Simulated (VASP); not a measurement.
# MnO2 (P4_2/mnm) in VASP: settings compared

Aim: see how the results for MnO2 move with the level of theory and the settings. Levels: r2SCAN, PBE. Tasks: single point.

Program: VASP 6.6.1. These are calculated values, not measurements. Logs are shortened: lines on timing, memory, paths and dates and some standing lists are left out, and cuts for length are marked.

**1. The cell of the first run**

It takes space group P4_2/mnm (No. 136, tetragonal). The conventional cell has a = 4.398 Å, b = 4.398 Å, c = 2.873 Å, α = 90.00°, β = 90.00°, γ = 90.00°. Within 2.5 Å of Mn (site symmetry mmm) lie 6 O at 1.88 to 1.90 Å. O (site symmetry m2m) has 3 Mn at 1.88 to 1.90 Å and 1 O at 2.42 Å within 2.5 Å.

**2. Single point, r2SCAN**

File POSCAR:

```
MnO2
1.0
    4.3983000000      0.0000000000      0.0000000000
    0.0000000000      4.3983000000      0.0000000000
    0.0000000000      0.0000000000      2.8730000000
Mn O
2 4
Direct
    0.0000000000      0.0000000000      0.0000000000
    0.5000000000      0.5000000000      0.5000000000
    0.3051500000      0.3051500000      0.0000000000
    0.1948500000      0.8051500000      0.5000000000
    0.6948500000      0.6948500000      0.0000000000
    0.8051500000      0.1948500000      0.5000000000
```

File INCAR.step1:

```
SYSTEM = MnO2
PREC = Accurate ; ENCUT = 770
ISMEAR = -1 ; SIGMA = 0.05
LREAL = .FALSE. ; LASPH = .TRUE.
NELM = 120 ; NBANDS = 36
GGA = PE ; ALGO = Normal
EDIFF = 1E-5 ; LWAVE = .TRUE.
LCHARG = .FALSE. ; GGA_COMPAT = .FALSE.
```

File INCAR.step2:

```
SYSTEM = MnO2
PREC = Accurate ; ENCUT = 770
EDIFF = 1E-6 ; ISMEAR = -1
SIGMA = 0.05 ; LREAL = .FALSE.
LASPH = .TRUE. ; NELM = 120
ALGO = Normal ; ISIF = 2
LWAVE = .FALSE. ; LCHARG = .TRUE.
METAGGA = R2SCAN ; LMIXTAU = .TRUE.
LELF = .TRUE. ; LVHAR = .TRUE.
NBANDS = 36 ; ISTART = 1
GGA_COMPAT = .FALSE.
```

File KPOINTS:

```
regular mesh
0
G
  6 6 10
  0 0 0
```

Potentials or basis: VASP PAW PBE potentials, release 64 (Mn_sv, O).

Command:

```
cat potpaw_PBE.64/Mn_sv/POTCAR potpaw_PBE.64/O/POTCAR > POTCAR
cp INCAR.step1 INCAR
mpirun -np 1 vasp_std > vasp.out
cp INCAR.step2 INCAR
mpirun -np 1 vasp_std > vasp.out
```

OUTCAR:

```text
SYSTEM = MnO2
   PREC = Accurate
   ENCUT = 770
   EDIFF = 1E-6
   ISMEAR = -1
   LREAL = .FALSE.
   LASPH = .TRUE.
   NELM = 120
   ISIF = 2
   METAGGA = R2SCAN
   ISTART = 1

 ion  position               nearest neighbor table
   1  0.000  0.000  0.000-   4 1.88   6 1.88   4 1.88   6 1.88   5 1.90   3 1.90
   2  0.500  0.500  0.500-   3 1.88   5 1.88   3 1.88   5 1.88   4 1.90   6 1.90
   3  0.305  0.305  0.000-   2 1.88   2 1.88   1 1.90
   4  0.195  0.805  0.500-   1 1.88   1 1.88   2 1.90
   5  0.695  0.695  0.000-   2 1.88   2 1.88   1 1.90
   6  0.805  0.195  0.500-   1 1.88   1 1.88   2 1.90

  LATTYP: Found a simple tetragonal cell.
 ALAT       =     4.3983000000
 C/A-ratio  =     0.6532069209

  Lattice vectors:

 A1 = (   4.3983000000,   0.0000000000,   0.0000000000)
 A2 = (   0.0000000000,   4.3983000000,   0.0000000000)
 A3 = (   0.0000000000,   0.0000000000,   2.8730000000)

Analysis of symmetry for initial positions (statically):
=====================================================================
 Subroutine PRICEL returns:
 Original cell was already a primitive cell.

 Routine SETGRP: Setting up the symmetry group for a
 simple tetragonal supercell.

 Subroutine GETGRP returns: Found 16 space group operations
 (whereof  8 operations were pure point group operations)
 out of a pool of 16 trial point group operations.

The static configuration has the point symmetry D_2h.
 The point group associated with its full space group is D_4h.

Analysis of symmetry for dynamics (positions and initial velocities):
=====================================================================
 Subroutine PRICEL returns:
 Original cell was already a primitive cell.

 Routine SETGRP: Setting up the symmetry group for a
 simple tetragonal supercell.

 Subroutine GETGRP returns: Found 16 space group operations
 (whereof  8 operations were pure point group operations)
 out of a pool of 16 trial point group operations.

The dynamic configuration has the point symmetry D_2h.
 The point group associated with its full space group is D_4h.

 Subroutine INISYM returns: Found 16 space group operations
 (whereof  8 operations are pure point group operations),
 and found     1 'primitive' translations

----------------------------------------------------------------------------------------

                                     Primitive cell

  volume of cell :      55.5783

  direct lattice vectors                    reciprocal lattice vectors
     4.398300000  0.000000000  0.000000000     0.227360571  0.000000000  0.000000000
     0.000000000  4.398300000  0.000000000     0.000000000  0.227360571  0.000000000
     0.000000000  0.000000000  2.873000000     0.000000000  0.000000000  0.348068221

  length of vectors
     4.398300000  4.398300000  2.873000000     0.227360571  0.227360571  0.348068221

  position of ions in fractional coordinates (direct lattice)
     0.000000000  0.000000000  0.000000000
     0.500000000  0.500000000  0.500000000
     0.305150000  0.305150000  0.000000000
     0.194850000  0.805150000  0.500000000
     0.694850000  0.694850000  0.000000000
     0.805150000  0.194850000  0.500000000

  ion indices of the primitive-cell ions
   primitive index   ion index
                 1           1
                 2           2
                 3           3
                 4           4
                 5           5
                 6           6

----------------------------------------------------------------------------------------

 KPOINTS: regular mesh

Automatic generation of k-mesh.
 Grid dimensions read from file:
 generate k-points for:    6    6   10

 Generating k-lattice:

  Cartesian coordinates                     Fractional coordinates (reciprocal lattice)
     0.037893429  0.000000000  0.000000000     0.166666667  0.000000000  0.000000000
     0.000000000  0.037893429  0.000000000     0.000000000  0.166666667  0.000000000
     0.000000000  0.000000000  0.034806822     0.000000000  0.000000000  0.100000000

  Length of vectors
     0.037893429  0.037893429  0.034806822

  Shift w.r.t. Gamma in fractional coordinates (k-lattice)
     0.000000000  0.000000000  0.000000000

 Subroutine IBZKPT returns following result:
 ===========================================

 Found     60 irreducible k-points:

 Following reciprocal coordinates:
            Coordinates               Weight
  0.000000  0.000000  0.000000      1.000000
  0.166667  0.000000  0.000000      4.000000
  0.333333  0.000000  0.000000      4.000000
  0.500000  0.000000  0.000000      2.000000
  0.166667  0.166667  0.000000      4.000000
  0.333333  0.166667  0.000000      8.000000
[... 16 lines left out ...]
  0.333333  0.000000  0.200000      8.000000
  0.500000  0.000000  0.200000      4.000000
 [... further k-points ...]
   k-points           NKPTS =     60   k-points in BZ     NKDIM =     60   number of bands    NBANDS=     36
   number of dos      NEDOS =    301   number of ions     NIONS =      6
   total plane-waves  NPLWV =  44800
   dimension x,y,z NGX =    40 NGY =   40 NGZ =   28
   dimension x,y,z NGXF=    80 NGYF=   80 NGZF=   56
   ions per type =               2   4
   NGX,Y,Z   is equivalent  to a cutoff of  15.12, 15.12, 16.20 a.u.
   NGXF,Y,Z  is equivalent  to a cutoff of  30.24, 30.24, 32.40 a.u.
 SYSTEM =  MnO2
   PREC   = accura    normal or accurate (medium, high low for compatibility)
   ISTART =      1    job   : 0-new  1-cont  2-samecut
   ICHARG =      0    charge: 1-file 2-atom 10-const
   ISPIN  =      1    spin polarized calculation?
   LNONCOLLINEAR =      F non collinear calculations
   LSORBIT =      F    spin-orbit coupling
   LASPH  =      T    aspherical Exc in radial PAW
   ENCUT  =  770.0 eV  56.59 Ry    7.52 a.u.   9.95  9.95  6.50*2*pi/ulx,y,z
   NELM   =    120;   NELMIN=  2; NELMDL=  0     # of ELM steps
   EDIFF  = 0.1E-05   stopping-criterion for ELM
   LREAL  =      F    real-space projection
   EDIFFG = 0.1E-04   stopping-criterion for IOM
   NSW    =      0    number of steps for IOM
   IBRION =     -1    ionic relax: 0-MD 1-quasi-New 2-CG
   NFREE  =      0    steps in history (QN), initial steepest desc. (CG)
   ISIF   =      2    stress and relaxation
   ISYM   =      2    0-nonsym 1-usesym 2-fastsym
   POTIM  = 0.5000    time-step for ionic-motion
   TEBEG  =    0.0;   TEEND  =   0.0 temperature during run
   PSTRESS=    0.0 pullay stress
   NELECT =      54.0000    total number of electrons
   NUPDOWN=      -1.0000    fix difference up-down
   EMIN   =  10.00;   EMAX   =-10.00  energy-range for DOS
   EFERMI =   0.00;   METHOD = LEGACY
   ISMEAR =    -1;   SIGMA  =   0.05  broadening in eV -4-tet -1-fermi 0-gaus
   EFERMI_NEDOS =   21; number of points for ismear=-14 and -15
   IALGO  =     38    algorithm
   IMIX   =      4    mixing-type and parameters
     AMIX     =   0.40;   BMIX     =  1.00
     AMIX_MAG =   1.60;   BMIX_MAG =  1.00
  volume/ion in A,a.u.               =       9.26        62.51
  Fermi-wavevector in a.u.,A,eV,Ry     =   1.621453  3.064101 35.771202  2.629109
  Thomas-Fermi vector in A             =   2.715226
   LORBIT       =      0    0 simple, 1 ext, 2 COOP (PROOUT), +10 PAW based schemes
   METAGGA = R2SCAN    functional components
   LHFCALC =     F    Hartree Fock is set to
   AEXX    =    0.0000 exact exchange contribution
   IVDW    =     0    specifies the selected vdW correction
   LEPSILON=     F    determine dielectric tensor
   LRPA    =     F    only Hartree local field effects (RPA)
 non-spin polarized calculation
  energy-cutoff  :      770.00
  volume of cell :       55.58
 maximum number of plane-waves:      2728
 NGX is ok and might be reduce to    40
   NGX = 19   NGY = 19   NGZ = 13

 number of electron      54.0000018 magnetization

 Free energy of the ion-electron system (eV)
  ---------------------------------------------------
  ext. energy  EPLUGINS =         0.00000000
  ---------------------------------------------------
  free energy    TOTEN  =       -62.65731390 eV

  energy without entropy =      -62.57726829  energy(sigma->0) =      -62.61729110

 E-fermi :   6.3828     XC(G=0): -12.8800

 val. band max:        6.3827893579   @ k =   0.3333   0.0000   0.1000
 cond. band min:       6.3841049560   @ k =   0.3333   0.3333   0.5000
 fundamental gap:      0.0013155982
 Fermi energy:         6.3828011029

 k-point     1 :       0.0000    0.0000    0.0000
  band No.  band energies     occupation
      1     -76.6502      2.00000
      2     -76.6470      2.00000
      3     -44.2763      2.00000
      4     -44.2763      2.00000
      5     -44.0271      2.00000
      6     -44.0271      2.00000
[... 28 lines left out ...]
     35      14.8596      0.00000
     36      18.4238      0.00000

 k-point     2 :       0.1667    0.0000    0.0000
  band No.  band energies     occupation
      1     -76.6500      2.00000
      2     -76.6473      2.00000
      3     -44.2761      2.00000
      4     -44.2761      2.00000
      5     -44.0274      2.00000
      6     -44.0273      2.00000
[... 28 lines left out ...]
     35      15.2413      0.00000
     36      18.4140      0.00000

 k-point     3 :       0.3333    0.0000    0.0000
  band No.  band energies     occupation
      1     -76.6494      2.00000
      2     -76.6478      2.00000
      3     -44.2757      2.00000
      4     -44.2757      2.00000
      5     -44.0280      2.00000
      6     -44.0279      2.00000
[... 28 lines left out ...]
     35      16.1835      0.00000
     36      18.1162      0.00000
[... 742 lines left out ...]
 k-point    23 :       0.3333    0.0000    0.2000
  band No.  band energies     occupation
      1     -76.6462      2.00000
      2     -76.6449      2.00000
      3     -44.2728      2.00000
      4     -44.2728      2.00000
      5     -44.0210      2.00000
      6     -44.0210      2.00000
[... 28 lines left out ...]
     35      17.1572      0.00000
     36      19.1443      0.00000

 k-point    24 :       0.5000    0.0000    0.2000
  band No.  band energies     occupation
      1     -76.6455      2.00000
      2     -76.6455      2.00000
      3     -44.2727      2.00000
      4     -44.2727      2.00000
      5     -44.0213      2.00000
      6     -44.0213      2.00000
[... 28 lines left out ...]
     35      18.1824      0.00000
     36      18.1824      0.00000

 [... further k-points ...]

------------------------ aborting loop because EDIFF is reached ----------------------------------------

  FORCE on cell =-STRESS in cart. coord.  units (eV):
  Direction    XX          YY          ZZ          XY          YZ          ZX
  --------------------------------------------------------------------------------------
  -------------------------------------------------------------------------------------
  Total       -4.3170707     -4.3170707     -6.0215562      0.0000000      0.0000000      0.0000000
  in kB     -124.4498625   -124.4498625   -173.5857221      0.0000000      0.0000000      0.0000000
  external PRESSURE =    -140.8284824 kB  Pullay stress =       0.0000000 kB

 VOLUME and BASIS-vectors are now :
 -----------------------------------------------------------------------------
  energy-cutoff  :      770.00
  volume of cell :       55.58
      direct lattice vectors                 reciprocal lattice vectors
     4.398300000  0.000000000  0.000000000     0.227360571  0.000000000  0.000000000
     0.000000000  4.398300000  0.000000000     0.000000000  0.227360571  0.000000000
     0.000000000  0.000000000  2.873000000     0.000000000  0.000000000  0.348068221

 POSITION                                       TOTAL-FORCE (eV/Angst)
 -----------------------------------------------------------------------------------
      0.00000      0.00000      0.00000         0.000000     -0.000000      0.000000
      2.19915      2.19915      1.43650         0.000000     -0.000000      0.000000
      1.34214      1.34214      0.00000        -0.202209     -0.202209     -0.000000
      0.85701      3.54129      1.43650         0.202209     -0.202209     -0.000000
      3.05616      3.05616      0.00000         0.202209      0.202209      0.000000
      3.54129      0.85701      1.43650        -0.202209      0.202209      0.000000
 -----------------------------------------------------------------------------------
    total drift:                                0.000000      0.000000     -0.000000

  FREE ENERGIE OF THE ION-ELECTRON SYSTEM (eV)
  ---------------------------------------------------
  free  energy   TOTEN  =       -62.6573139045 eV

  energy  without entropy=      -62.5772682929  energy(sigma->0) =      -62.61729110
```

Run time: 12 min. Hardware: 1 thread of Intel Xeon Platinum 8375C at 2.90GHz (Ice Lake), shared host; peak memory 0.32 GiB.

What came out:

```
Free energy            : -62.6573 eV
Pressure               : -14.1 GPa
Largest force          : 0.286 eV/Å
Band gap on the k mesh : zero (bands 27 and 28 overlap by 0.92 eV)
```

Forces on the atoms (eV/Å):
```
Mn   0.000  0.000  0.000
Mn   0.000  0.000  0.000
O   -0.202 -0.202  0.000
O    0.202 -0.202  0.000
O    0.202  0.202  0.000
O   -0.202  0.202  0.000
```

Stress tensor (GPa, compression positive):
```
-12.44   0.00   0.00
  0.00 -12.44   0.00
  0.00   0.00 -17.36
```

Caveat: the cell stands under tension; the PAW data sets were made with another functional, which shifts forces and pressure a little; the run has no spin polarisation, though such a crystal can be magnetic; semilocal functionals often make such compounds metallic where correlation or magnetic order opens a gap, which also shifts bond lengths. Spin polarisation is off, so any magnetic state and its effect on volume and gap are missing.

**3. Single point, PBE**

File INCAR:

```
SYSTEM = MnO2
PREC = Accurate
ENCUT = 1340
EDIFF = 1E-6
ISMEAR = -1
SIGMA = 0.05
LREAL = .False.
LASPH = .True.
NELM = 120
ALGO = Normal
ISIF = 2
LWAVE = .False.
LCHARG = .False.
GGA = PE
NBANDS = 36
GGA_COMPAT = .False.
```

File KPOINTS:

```
Automatic mesh
0
Gamma
  6 6 10
  0 0 0
```

POSCAR is that of step 2.

Potentials or basis: VASP PAW PBE potentials, release 64 (Mn_sv, O_h).

Command:

```
cat potpaw_PBE.64/Mn_sv/POTCAR potpaw_PBE.64/O_h/POTCAR > POTCAR
mpirun -np 1 vasp_std > vasp.out
```

OUTCAR:

```text
SYSTEM = MnO2
   PREC = Accurate
   ENCUT = 1340
   EDIFF = 1E-6
   ISMEAR = -1
   LREAL = .False.
   LASPH = .True.
   NELM = 120
   ISIF = 2
   GGA = PE

 ion  position               nearest neighbor table
   1  0.000  0.000  0.000-   4 1.88   6 1.88   4 1.88   6 1.88   5 1.90   3 1.90
   2  0.500  0.500  0.500-   3 1.88   5 1.88   3 1.88   5 1.88   4 1.90   6 1.90
   3  0.305  0.305  0.000-   2 1.88   2 1.88   1 1.90
   4  0.195  0.805  0.500-   1 1.88   1 1.88   2 1.90
   5  0.695  0.695  0.000-   2 1.88   2 1.88   1 1.90
   6  0.805  0.195  0.500-   1 1.88   1 1.88   2 1.90
[... 1145 lines left out ...]
  -------------------------------------------------------------------------------------
  Total       -1.6709829     -1.6709829     -3.9469581      0.0000000      0.0000000      0.0000000
  in kB      -48.1700681    -48.1700681   -113.7804824      0.0000000      0.0000000      0.0000000
  external PRESSURE =     -70.0402062 kB  Pullay stress =       0.0000000 kB

 VOLUME and BASIS-vectors are now :
 -----------------------------------------------------------------------------
  energy-cutoff  :     1340.00
  volume of cell :       55.58
      direct lattice vectors                 reciprocal lattice vectors
     4.398300000  0.000000000  0.000000000     0.227360571  0.000000000  0.000000000
     0.000000000  4.398300000  0.000000000     0.000000000  0.227360571  0.000000000
     0.000000000  0.000000000  2.873000000     0.000000000  0.000000000  0.348068221

 POSITION                                       TOTAL-FORCE (eV/Angst)
 -----------------------------------------------------------------------------------
      0.00000      0.00000      0.00000        -0.000000      0.000000      0.000000
      2.19915      2.19915      1.43650        -0.000000      0.000000      0.000000
      1.34214      1.34214      0.00000        -0.183283     -0.183283     -0.000000
      0.85701      3.54129      1.43650         0.183283     -0.183283      0.000000
      3.05616      3.05616      0.00000         0.183283      0.183283      0.000000
      3.54129      0.85701      1.43650        -0.183283      0.183283      0.000000
 -----------------------------------------------------------------------------------
    total drift:                               -0.000000      0.000000      0.000000

  FREE ENERGIE OF THE ION-ELECTRON SYSTEM (eV)
  ---------------------------------------------------
  free  energy   TOTEN  =       -46.8799179901 eV

  energy  without entropy=      -46.7984237715  energy(sigma->0) =      -46.83917088
```

Wall time 10 min (1 thread of Intel Xeon Platinum 8259CL at 2.50GHz (Skylake/Cascade Lake), shared host); peak memory 0.57 GiB.

What came out:

```
Free energy            : -46.8799 eV
Pressure               : -7.0 GPa
Largest force          : 0.259 eV/Å
Band gap on the k mesh : zero (bands 27 and 28 overlap by 0.94 eV)
```

Forces on the atoms (eV/Å):
```
Mn   0.000  0.000  0.000
Mn   0.000  0.000  0.000
O   -0.183 -0.183  0.000
O    0.183 -0.183  0.000
O    0.183  0.183  0.000
O   -0.183  0.183  0.000
```

Levels at points of the mesh, in eV from the Fermi level:
| k point | band 25 | band 26 | band 27 | band 28 | band 29 | band 30 |
| --- | --- | --- | --- | --- | --- | --- |
| (0.00, 0.00, 0.00) | -0.98 | -0.65 | -0.65 | -0.58 | -0.49 | 1.06 |
| (0.50, 0.00, 0.00) | -0.27 | -0.27 | -0.04 | -0.04 | 0.57 | 0.57 |
| (0.50, 0.50, 0.00) | -0.90 | -0.90 | -0.63 | -0.63 | 1.00 | 1.00 |
| (0.00, 0.00, 0.50) | -0.09 | -0.09 | 0.13 | 0.13 | 0.97 | 0.97 |
| (0.50, 0.00, 0.50) | -1.00 | -1.00 | -0.08 | -0.08 | 1.09 | 1.09 |
| (0.50, 0.50, 0.50) | -0.14 | -0.14 | -0.07 | -0.07 | 0.39 | 0.39 |

Caveat: the stress differs along the axes, from -11 to -5 GPa; the run has no spin polarisation, though such a crystal can be magnetic; semilocal functionals often make such compounds metallic where correlation or magnetic order opens a gap, which also shifts bond lengths.
